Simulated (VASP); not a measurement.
# TiPt3 (Pm-3m) in VASP: relaxation of cell and atoms with LDA

Aim: the relaxation of cell and atoms of TiPt3 with LDA.

All numbers are computed with VASP 6.6.1; they aren't measurements. Logs are shortened: lines on timing, memory, paths and dates and some standing lists are left out, and cuts for length are marked.

## 1. The cell of the first run

The structure is cubic, space group Pm-3m (No. 221). The conventional cell has a = 3.948 Å, b = 3.948 Å, c = 3.948 Å, α = 90.00°, β = 90.00°, γ = 90.00°. Ti (site symmetry m-3m) has 12 Pt at 2.79 Å within 3.7 Å. Pt (site symmetry 4/mmm) has 4 Ti at 2.79 Å and 8 Pt at 2.79 Å within 3.7 Å.

## 2. Relaxation of cell and atoms, LDA

The input, INCAR:

```
SYSTEM = TiPt3
  ALGO = Normal
  EDIFF = 1E-7
  EDIFFG = -0.005
  ENCUT = 570
  GGA_COMPAT = .False.
  IBRION = 2
  ISIF = 3
  ISMEAR = 0
  LASPH = .True.
  LCHARG = .False.
  LREAL = .False.
  LWAVE = .False.
  NELM = 120
  NELMIN = 4
  NSW = 70
  PREC = Accurate
  SIGMA = 0.1
```

The input, KPOINTS:

```
k-points
0
Gamma
  10 10 10
  0 0 0
```

The input, POSCAR:

```
TiPt3
1.0
    3.9481842883      0.0000000000      0.0000000000
    0.0000000000      3.9481842883      0.0000000000
    0.0000000000      0.0000000000      3.9481842883
Ti Pt
1 3
Direct
    0.0000000000      0.0000000000      0.0000000000
    0.0000000000      0.5000000000      0.5000000000
    0.5000000000      0.0000000000      0.5000000000
    0.5000000000      0.5000000000      0.0000000000
```

Potentials or basis: VASP PAW LDA potentials, release 64 (Ti_sv, Pt_sv_GW).

Command:

```
$ cat potpaw_LDA.64/Ti_sv/POTCAR potpaw_LDA.64/Pt_sv_GW/POTCAR > POTCAR
$ mpirun -np 1 vasp_std > vasp.out
```

OUTCAR:

```text
SYSTEM = TiPt3
   EDIFF = 1E-7
   EDIFFG = -0.005
   ENCUT = 570
   IBRION = 2
   ISIF = 3
   ISMEAR = 0
   LASPH = .True.
   LREAL = .False.
   NELM = 120
   NELMIN = 4
   NSW = 70
   PREC = Accurate

 ion  position               nearest neighbor table
   1  0.000  0.000  0.000-   2 2.79   3 2.79   4 2.79   2 2.79   3 2.79   2 2.79   4 2.79   2 2.79
                             3 2.79   4 2.79   3 2.79   4 2.79
   2  0.000  0.500  0.500-   1 2.79   3 2.79   4 2.79   1 2.79   4 2.79   1 2.79   3 2.79   1 2.79
                             3 2.79   4 2.79   4 2.79   3 2.79
   3  0.500  0.000  0.500-   1 2.79   2 2.79   4 2.79   1 2.79   4 2.79   2 2.79   4 2.79   4 2.79
                             1 2.79   2 2.79   1 2.79   2 2.79
   4  0.500  0.500  0.000-   1 2.79   2 2.79   3 2.79   2 2.79   3 2.79   1 2.79   3 2.79   3 2.79
                             1 2.79   2 2.79   2 2.79   1 2.79

  LATTYP: Found a simple cubic cell.
 ALAT       =     3.9481842883

  Lattice vectors:

 A1 = (   3.9481842883,   0.0000000000,   0.0000000000)
 A2 = (   0.0000000000,   3.9481842883,   0.0000000000)
 A3 = (   0.0000000000,   0.0000000000,   3.9481842883)

Analysis of symmetry for initial positions (statically):
=====================================================================
 Subroutine PRICEL returns:
 Original cell was already a primitive cell.

 Routine SETGRP: Setting up the symmetry group for a
 simple cubic supercell.

 Subroutine GETGRP returns: Found 48 space group operations
 (whereof 48 operations were pure point group operations)
 out of a pool of 48 trial point group operations.

The static configuration has the point symmetry O_h .

Analysis of symmetry for dynamics (positions and initial velocities):
=====================================================================
 Subroutine PRICEL returns:
 Original cell was already a primitive cell.

 Routine SETGRP: Setting up the symmetry group for a
 simple cubic supercell.

 Subroutine GETGRP returns: Found 48 space group operations
 (whereof 48 operations were pure point group operations)
 out of a pool of 48 trial point group operations.

The dynamic configuration has the point symmetry O_h .

 Subroutine INISYM returns: Found 48 space group operations
 (whereof 48 operations are pure point group operations),
 and found     1 'primitive' translations

----------------------------------------------------------------------------------------

                                     Primitive cell

  volume of cell :      61.5449

  direct lattice vectors                    reciprocal lattice vectors
     3.948184288  0.000000000  0.000000000     0.253280984  0.000000000  0.000000000
     0.000000000  3.948184288  0.000000000     0.000000000  0.253280984  0.000000000
[... 104 lines left out ...]
   ISMEAR =     0;   SIGMA  =   0.10  broadening in eV -4-tet -1-fermi 0-gaus
   EFERMI_NEDOS =   21; number of points for ismear=-14 and -15
   IALGO  =     38    algorithm
   IMIX   =      4    mixing-type and parameters
     AMIX     =   0.40;   BMIX     =  1.00
     AMIX_MAG =   1.60;   BMIX_MAG =  1.00
  volume/ion in A,a.u.               =      15.39       103.83
  Fermi-wavevector in a.u.,A,eV,Ry     =   1.675684  3.166583 38.204017  2.807916
  Thomas-Fermi vector in A             =   2.760260
   LORBIT       =      0    0 simple, 1 ext, 2 COOP (PROOUT), +10 PAW based schemes
   GGA     = CA    functional components
   LHFCALC =     F    Hartree Fock is set to
   AEXX    =    0.0000 exact exchange contribution
   IVDW    =     0    specifies the selected vdW correction
   LEPSILON=     F    determine dielectric tensor
   LRPA    =     F    only Hartree local field effects (RPA)
 conjugate gradient relaxation of ions
 non-spin polarized calculation
 Gauss-broadening in eV      SIGMA  =   0.10
  energy-cutoff  :      570.00
  volume of cell :       61.54
 maximum number of plane-waves:      1935
 NGX is ok and might be reduce to    32
   NGX = 15   NGY = 15   NGZ = 15

--------------------------------------- Ionic step        1  -------------------------------------------

 number of electron      65.9999998 magnetization

 Free energy of the ion-electron system (eV)
  ---------------------------------------------------
  ext. energy  EPLUGINS =         0.00000000
  ---------------------------------------------------
  free energy    TOTEN  =       -33.94252725 eV

  energy without entropy =      -33.93660005  energy(sigma->0) =      -33.93956365

------------------------ aborting loop because EDIFF is reached ----------------------------------------

  FORCE on cell =-STRESS in cart. coord.  units (eV):
  Direction    XX          YY          ZZ          XY          YZ          ZX
  --------------------------------------------------------------------------------------
  -------------------------------------------------------------------------------------
  Total       -5.5251396     -5.5251396     -5.5251396     -0.0000000     -0.0000000      0.0000000
  in kB     -143.8340098   -143.8340098   -143.8340098     -0.0000000     -0.0000000      0.0000000
  external PRESSURE =    -143.8340098 kB  Pullay stress =       0.0000000 kB
[... 215 lines left out ...]
--------------------------------------- Ionic step        7  -------------------------------------------

 number of electron      66.0000010 magnetization

 Free energy of the ion-electron system (eV)
  ---------------------------------------------------
  ext. energy  EPLUGINS =         0.00000000
  ---------------------------------------------------
  free energy    TOTEN  =       -34.10522751 eV

  energy without entropy =      -34.09950806  energy(sigma->0) =      -34.10236779

 E-fermi :  11.5112     XC(G=0): -14.1410

 val. band max:       11.4839881103   @ k =   0.5000   0.1000   0.0000
 cond. band min:      11.5417621450   @ k =   0.4000   0.1000   0.1000
 fundamental gap:      0.0577740348
 Fermi energy:        11.5111569430

 k-point     1 :       0.0000    0.0000    0.0000
  band No.  band energies     occupation
      1     -87.4120      2.00000
      2     -87.3697      2.00000
      3     -87.3697      2.00000
      4     -45.9440      2.00000
      5     -41.9941      2.00000
      6     -41.9941      2.00000
[... 997 lines left out ...]
     38      13.2691      0.00000
     39      16.4669      0.00000

 [... further k-points ...]

------------------------ aborting loop because EDIFF is reached ----------------------------------------

  FORCE on cell =-STRESS in cart. coord.  units (eV):
  Direction    XX          YY          ZZ          XY          YZ          ZX
  --------------------------------------------------------------------------------------
  -------------------------------------------------------------------------------------
  Total       -0.0037356     -0.0037356     -0.0037356     -0.0000000      0.0000000     -0.0000000
  in kB       -0.1029864     -0.1029864     -0.1029864     -0.0000000      0.0000000     -0.0000000
  external PRESSURE =      -0.1029864 kB  Pullay stress =       0.0000000 kB
[... 19 lines left out ...]
  FREE ENERGIE OF THE ION-ELECTRON SYSTEM (eV)
  ---------------------------------------------------
  free  energy   TOTEN  =       -34.1052275129 eV

  energy  without entropy=      -34.0995080643  energy(sigma->0) =      -34.10236779

 reached required accuracy - stopping structural energy minimisation
```

It took 9.8 min on 1 thread of Intel Xeon Platinum 8488C (Sapphire Rapids), shared host; peak memory 0.25 GiB.

Results:

| Property | Result |
| --- | --- |
| Free energy | -34.1052 eV |
| Relaxed volume | 14.53 Å³/atom |
| Relaxed cell | a = 3.873 Å, b = 3.873 Å, c = 3.873 Å, α = 90.00°, β = 90.00°, γ = 90.00° |
| Space group after relaxing (to 0.1 Å) | Pm-3m (No. 221) |
| Energy gained by relaxing | 40.7 meV/atom |
| Ionic steps | 7 |
| Pressure after relaxing | 0.0 GPa |
| Band gap on the k mesh | zero (bands 33 and 34 overlap by 1.87 eV) |

Step by step:
```csv
step,energy change (eV),largest force (eV/Å),pressure (GPa),volume (Å³)
1,0.0000,0.0000,-14.38,61.54
2,1.1848,0.0000,61.77,50.04
3,-0.1612,0.0000,-0.93,58.31
4,-0.1617,0.0000,-0.22,58.16
5,-0.1627,0.0000,0.13,58.09
6,-0.1626,0.0000,-0.28,58.18
7,-0.1627,0.0000,-0.01,58.12
```

Final structure:
```
Ti Pt
1.0
     3.87346    0.00000    0.00000
     0.00000    3.87346    0.00000
     0.00000    0.00000    3.87346
Ti Pt
1 3
Cartesian
  0.0000 0.0000 3.8735
  0.0000 1.9367 1.9367
  1.9367 0.0000 1.9367
  1.9367 1.9367 3.8735
```

Caveat: spin-orbit coupling is left out, which moves the levels of the heavy elements. Zero-point motion and thermal expansion aren't in these numbers.

The gap in the log of VASP goes by the Fermi energy; the results here count the filled bands.